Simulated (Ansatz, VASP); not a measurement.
# One calculation of LiF, two programs

```
Li F
1.0
    -2.03304    0.00061   -2.03289
    -2.03294   -2.03103    0.00051
    -4.07120    2.03581    2.03740
Li F
2 2
Direct
  0.99988 0.00004 0.99996
  0.50009 0.49998 0.49998
  0.25005 0.25002 0.25003
  0.74998 0.74996 0.75002
```

Change from the starting cell: cell x2, atoms moved at random (sigma 0.15 Å) and cell strained at random (1.5 %), then relaxed without symmetry.

Alike in both runs: functional PBE; k mesh 6 × 6 × 6; occupations gaussian, width 0.1 eV; no spin polarisation.

Ansatz relaxed the structure, and its values are those at the end. VASP's run is a single point on that final structure, the one shown.

|  | VASP | Ansatz |
| --- | --- | --- |
| version | VASP 6.6.1 | Ansatz 0.2.0 |
| potentials or method | VASP PAW PBE potentials, release 64 (Li_sv, F), cutoff 520 eV | scalar-relativistic, plane waves, PAW |
| valence electrons in the cell | 20 | 20 |

```tsv
	VASP	Ansatz	Ansatz less VASP
gap on the k mesh at the Fermi level (eV)	8.83	8.83	+0.002
least direct gap on the mesh (eV)	8.83	8.83	+0.002
```

With one functional, cell and mesh, what is left measures potentials, basis and numerics.

The k mesh is coarse, so the values compare programs but aren't converged. Noted on VASP's run: the cutoff is under 1.25 times that of the potentials, so the pressure is a little rough.
